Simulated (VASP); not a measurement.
# S (P6_3/mmc) in VASP: notebook

S is run at these levels: PBE; tasks: density of states.

Program: VASP 6.6.1. These are calculated values, not measurements. Logs are shortened: lines on timing, memory, paths and dates and some standing lists are left out, and cuts for length are marked.

### 1 The cell of the first run

Symmetry: P6_3/mmc, No. 194, hexagonal system. The conventional cell has a = 2.324 Å, b = 2.324 Å, c = 3.135 Å, α = 90.00°, β = 90.00°, γ = 120.00°. Within 2.7 Å of S (site symmetry -6m2) lie 12 S at 2.06 to 2.32 Å.

### 2 Density of states, PBE (volume scaled by 0.43)

Input file POSCAR:

```
S
1.0
    2.3237010994      0.0000000000      0.0000000000
   -1.1618505497      2.0123841829      0.0000000000
    0.0000000000      0.0000000000      3.1352797156
S
2
Direct
    0.3333333333      0.6666666667      0.2500000000
    0.6666666667      0.3333333333      0.7500000000
```

Input file INCAR.step1:

```
SYSTEM = S
PREC = Accurate
ENCUT = 520
EDIFF = 1E-6
ISMEAR = -1
SIGMA = 0.1
LREAL = .FALSE.
LASPH = .TRUE.
NELM = 100
ALGO = Normal
ISIF = 2
LWAVE = .FALSE.
LCHARG = .TRUE.
GGA = PE
NBANDS = 13
```

Input file KPOINTS.step1:

```
regular mesh
0
G
  15 15 8
  0 0 0
```

Input file INCAR.step2:

```
SYSTEM = S
PREC = Accurate
ENCUT = 520
EDIFF = 1E-6
ISMEAR = -5
SIGMA = 0.1
LREAL = .FALSE.
LASPH = .TRUE.
NELM = 100
ALGO = Normal
ISIF = 2
LWAVE = .FALSE.
LCHARG = .FALSE.
GGA = PE
LORBIT = 11
NEDOS = 2001
ICHARG = 11
```

Input file KPOINTS.step2:

```
regular mesh
0
G
  23 23 12
  0 0 0
```

Potentials or basis: VASP PAW PBE potentials, release 64 (S).

On the command line:

```bash
$ cat potpaw_PBE.64/S/POTCAR > POTCAR
$ cp INCAR.step1 INCAR
$ cp KPOINTS.step1 KPOINTS
$ mpirun -np 1 vasp_std > vasp.out
$ cp INCAR.step2 INCAR
$ cp KPOINTS.step2 KPOINTS
$ mpirun -np 1 vasp_std > vasp.out
```

OUTCAR:

```text
SYSTEM = S
   PREC = Accurate
   ENCUT = 520
   EDIFF = 1E-6
   ISMEAR = -5
   LREAL = .FALSE.
   LASPH = .TRUE.
   NELM = 100
   ISIF = 2
   GGA = PE
   LORBIT = 11
   ICHARG = 11

 ion  position               nearest neighbor table
   1  0.333  0.667  0.250-   2 2.06   2 2.06   2 2.06   2 2.06   2 2.06   2 2.06
   2  0.667  0.333  0.750-   1 2.06   1 2.06   1 2.06   1 2.06   1 2.06   1 2.06

  LATTYP: Found a hexagonal cell.
 ALAT       =     2.3237010994
 C/A-ratio  =     1.3492611922

  Lattice vectors:

 A1 = (   2.3237010994,   0.0000000000,   0.0000000000)
 A2 = (  -1.1618505497,   2.0123841829,   0.0000000000)
 A3 = (   0.0000000000,   0.0000000000,   3.1352797156)

Analysis of symmetry for initial positions (statically):
=====================================================================
 Subroutine PRICEL returns:
 Original cell was already a primitive cell.

 Routine SETGRP: Setting up the symmetry group for a
 hexagonal supercell.

 Subroutine GETGRP returns: Found 24 space group operations
 (whereof 12 operations were pure point group operations)
 out of a pool of 24 trial point group operations.

The static configuration has the point symmetry D_3d.
 The point group associated with its full space group is D_6h.

Analysis of symmetry for dynamics (positions and initial velocities):
=====================================================================
 Subroutine PRICEL returns:
 Original cell was already a primitive cell.

 Routine SETGRP: Setting up the symmetry group for a
 hexagonal supercell.

 Subroutine GETGRP returns: Found 24 space group operations
 (whereof 12 operations were pure point group operations)
 out of a pool of 24 trial point group operations.

The dynamic configuration has the point symmetry D_3d.
 The point group associated with its full space group is D_6h.

 Subroutine INISYM returns: Found 24 space group operations
 (whereof 12 operations are pure point group operations),
 and found     1 'primitive' translations

----------------------------------------------------------------------------------------

                                     Primitive cell

  volume of cell :      14.6611

  direct lattice vectors                    reciprocal lattice vectors
     2.323701099  0.000000000  0.000000000     0.430347948  0.248461504  0.000000000
    -1.161850550  2.012384183  0.000000000     0.000000000  0.496923007  0.000000000
     0.000000000  0.000000000  3.135279716     0.000000000  0.000000000  0.318950808
[... 94 lines left out ...]
   POTIM  = 0.5000    time-step for ionic-motion
   TEBEG  =    0.0;   TEEND  =   0.0 temperature during run
   PSTRESS=    0.0 pullay stress
   NELECT =      12.0000    total number of electrons
   NUPDOWN=      -1.0000    fix difference up-down
   EMIN   =  10.00;   EMAX   =-10.00  energy-range for DOS
   EFERMI =   0.00;   METHOD = LEGACY
   ISMEAR =    -5;   SIGMA  =   0.10  broadening in eV -4-tet -1-fermi 0-gaus
   EFERMI_NEDOS =   21; number of points for ismear=-14 and -15
   IALGO  =     38    algorithm
   IMIX   =      4    mixing-type and parameters
     AMIX     =   0.40;   BMIX     =  1.00
     AMIX_MAG =   1.60;   BMIX_MAG =  1.00
  volume/ion in A,a.u.               =       7.33        49.47
  Fermi-wavevector in a.u.,A,eV,Ry     =   1.531368  2.893865 31.906838  2.345086
  Thomas-Fermi vector in A             =   2.638722
   LORBIT       =     11    0 simple, 1 ext, 2 COOP (PROOUT), +10 PAW based schemes
   GGA     = PE    functional components
   LHFCALC =     F    Hartree Fock is set to
   AEXX    =    0.0000 exact exchange contribution
   IVDW    =     0    specifies the selected vdW correction
   LEPSILON=     F    determine dielectric tensor
   LRPA    =     F    only Hartree local field effects (RPA)
 non-spin polarized calculation
 Fermi weights with tetrahedron method with Bloechl corrections
  energy-cutoff  :      520.00
  volume of cell :       14.66
 maximum number of plane-waves:       419
 NGX is ok and might be reduce to    18

 number of electron      12.0000000 magnetization

 Free energy of the ion-electron system (eV)
  ---------------------------------------------------
  ext. energy  EPLUGINS =         0.00000000
  ---------------------------------------------------
  free energy    TOTEN  =         2.03977110 eV

  energy without entropy =        2.03977110  energy(sigma->0) =        2.03977110

 E-fermi :  23.2649     XC(G=0): -15.0469

 val. band max:       23.6724685983   @ k =   0.3913   0.0000   0.3333
 cond. band min:      22.9879231300   @ k =   0.1739   0.1304   0.3333
 fundamental gap:     -0.6845454683
 Fermi energy:        23.2649425912

 k-point     1 :       0.0000    0.0000    0.0000
  band No.  band energies     occupation
      1      -5.3263      2.00000
      2       7.6059      2.00000
      3       9.8759      2.00000
      4      23.7599     -0.17177
      5      23.7599      0.00000
      6      27.5039      0.00000
      7      27.5039      0.00000
      8      31.6609      0.00000
      9      35.6677      0.00000
     10      36.5668      0.00000
[... 287 lines left out ...]
 k-point    24 :       0.0870    0.0870    0.0000
  band No.  band energies     occupation
      1      -4.5444      2.00000
      2       8.3231      2.00000
      3      10.6395      2.00000
      4      18.8377      2.00000
      5      20.2144      2.00000
      6      27.9078      0.00000
      7      29.0353      0.00000
      8      30.2304      0.00000
      9      32.6684      0.00000
     10      32.7187      0.00000

 [... further k-points ...]
[... 5 lines left out ...]
  --------------------------------------------------------------------------------------
  -------------------------------------------------------------------------------------
  Total       25.5019836     25.5019836     26.0701725      0.0000000      0.0000000     -0.0000000
  in kB     2786.8724599   2786.8724600   2848.9644846      0.0000000      0.0000000     -0.0000000
  external PRESSURE =    2807.5698015 kB  Pullay stress =       0.0000000 kB

 VOLUME and BASIS-vectors are now :
 -----------------------------------------------------------------------------
  energy-cutoff  :      520.00
  volume of cell :       14.66
      direct lattice vectors                 reciprocal lattice vectors
     2.323701099  0.000000000  0.000000000     0.430347948  0.248461504  0.000000000
    -1.161850550  2.012384183  0.000000000     0.000000000  0.496923007  0.000000000
     0.000000000  0.000000000  3.135279716     0.000000000  0.000000000  0.318950808

 POSITION                                       TOTAL-FORCE (eV/Angst)
 -----------------------------------------------------------------------------------
     -0.00000      1.34159      0.78382         0.000000     -0.000000      0.000000
      1.16185      0.67079      2.35146         0.000000      0.000000      0.000000
 -----------------------------------------------------------------------------------
    total drift:                               -0.000000      0.000000     -0.000000

  FREE ENERGIE OF THE ION-ELECTRON SYSTEM (eV)
  ---------------------------------------------------
  free  energy   TOTEN  =         2.0397710999 eV

  energy  without entropy=        2.0397710999  energy(sigma->0) =        2.03977110

 total charge

# of ion       s       p       d       tot
------------------------------------------
    1        1.417   2.402   0.000   3.819
    2        1.417   2.402   0.000   3.819
--------------------------------------------------
tot          2.835   4.804   0.000   7.639
```

Wall time 18 s (1 thread of Intel Xeon 6975P-C (Granite Rapids), shared host); peak memory 0.16 GiB.

Results:

- Valence electrons inside the program's atomic spheres: S 3.82

Levels at points of the mesh, in eV from the Fermi level:
```csv
k point,band 2,band 3,band 4,band 5,band 6,band 7,band 8,band 9,band 10
"(0.00, 0.00, 0.00)",-15.66,-13.39,0.49,0.49,4.24,4.24,8.40,12.40,13.30
"(0.00, 0.00, 0.50)",-25.03,1.78,1.78,3.34,3.34,3.34,3.34,8.53,8.53
```

Caveat: the cell differs from its parent crystal (volume scaled by 0.43); tetrahedron occupations give inexact forces and stress in metals.

### 3 Density of states, PBE (volume scaled by 0.78)

Input file POSCAR:

```
S
1.0
    2.9943893759      0.0000000000      0.0000000000
   -1.4971946880      2.5932172684      0.0000000000
    0.0000000000      0.0000000000      3.4248883662
S
2
Direct
    0.3333333333      0.6666666667      0.2500000000
    0.6666666667      0.3333333333      0.7500000000
```

Input file INCAR.step1:

```
SYSTEM = S
PREC = Accurate
ENCUT = 520
EDIFF = 1E-7
ISMEAR = -1
SIGMA = 0.1
LREAL = .False.
LASPH = .True.
NELM = 60
ALGO = Normal
ISIF = 2
LWAVE = .False.
LCHARG = .True.
GGA = PE
NBANDS = 13
```

Input file KPOINTS.step1:

```
regular mesh
0
Gamma
  15 15 8
  0 0 0
```

Input file INCAR.step2:

```
SYSTEM = S
PREC = Accurate
ENCUT = 520
EDIFF = 1E-7
ISMEAR = -5
SIGMA = 0.1
LREAL = .False.
LASPH = .True.
NELM = 60
ALGO = Normal
ISIF = 2
LWAVE = .False.
LCHARG = .False.
GGA = PE
LORBIT = 11
NEDOS = 2001
ICHARG = 11
```

Input file KPOINTS.step2:

```
regular mesh
0
Gamma
  23 23 12
  0 0 0
```

Potentials or basis: VASP PAW PBE potentials, release 64 (S).

On the command line:

```bash
$ cat potpaw_PBE.64/S/POTCAR > POTCAR
$ cp INCAR.step1 INCAR
$ cp KPOINTS.step1 KPOINTS
$ mpirun -np 1 vasp_std > vasp.out
$ cp INCAR.step2 INCAR
$ cp KPOINTS.step2 KPOINTS
$ mpirun -np 1 vasp_std > vasp.out
```

Wall time 29 s (1 thread of Intel Xeon 6975P-C (Granite Rapids), shared host); peak memory 0.21 GiB.

It converged, with:

- Valence electrons inside the program's atomic spheres: S 3.56

Levels at points of the mesh, in eV from the Fermi level:
| k point | band 4 | band 5 | band 6 | band 7 | band 8 | band 9 |
| --- | --- | --- | --- | --- | --- | --- |
| (0.00, 0.00, 0.00) | -2.33 | -2.33 | 1.38 | 1.38 | 3.81 | 5.41 |
| (0.00, 0.00, 0.50) | -0.30 | -0.30 | -0.30 | 0.72 | 0.72 | 8.16 |

Caveat: the cell differs from its parent crystal (volume scaled by 0.78); tetrahedron occupations give inexact forces and stress in metals.

### 4 Density of states, PBE

This run uses another cell than the first one, of 17.05 Å³/atom, 2.326 times its volume.

Input file POSCAR:

```
S
1.0
    3.3473244420      0.0000000000      0.0000000000
   -1.6736622210      2.8988680015      0.0000000000
    0.0000000000      0.0000000000      3.5137652753
S
2
Direct
    0.3333333333      0.6666666667      0.2500000000
    0.6666666667      0.3333333333      0.7500000000
```

Input file INCAR.step1:

```
  ALGO = Normal
  EDIFF = 1E-6
  ENCUT = 520
  GGA = PE
  ISIF = 2
  ISMEAR = -1
  LASPH = T
  LCHARG = T
  LREAL = F
  LWAVE = F
  NBANDS = 13
  NELM = 60
  PREC = Accurate
  SIGMA = 0.1
```

Input file KPOINTS.step1:

```
k-points
0
Gamma
  15 15 8
```

Input file INCAR.step2:

```
  ALGO = Normal
  EDIFF = 1E-6
  ENCUT = 520
  GGA = PE
  ICHARG = 11
  ISIF = 2
  ISMEAR = -5
  LASPH = T
  LCHARG = F
  LORBIT = 10
  LREAL = F
  LWAVE = F
  NBANDS = 13
  NEDOS = 1001
  NELM = 60
  PREC = Accurate
  SIGMA = 0.1
```

Input file KPOINTS.step2:

```
k-points
0
Gamma
  23 23 12
```

On the command line:

```bash
$ cat potpaw_PBE.64/S/POTCAR > POTCAR
$ cp INCAR.step1 INCAR
$ cp KPOINTS.step1 KPOINTS
$ mpirun -np 1 vasp_std > vasp.out
$ cp INCAR.step2 INCAR
$ cp KPOINTS.step2 KPOINTS
$ mpirun -np 1 vasp_std > vasp.out
```

Wall time 54 s (1 thread of Intel Xeon 6975P-C (Granite Rapids), shared host); peak memory 0.24 GiB.

Results (log left out):

* Valence electrons inside the program's atomic spheres: S 3.49

Levels at points of the mesh, in eV from the Fermi level:
```tsv
k point	band 2	band 3	band 4	band 5	band 6	band 7	band 8	band 9	band 10	band 11
(0.00, 0.00, 0.00)	-9.17	-5.41	-2.59	-2.59	0.76	0.76	3.58	4.21	9.01	10.56
(0.00, 0.00, 0.50)	-14.29	-0.78	-0.78	-0.78	-0.78	-0.63	-0.63	8.22	8.22	8.22
```

Caveat: tetrahedron occupations give inexact forces and stress in metals.
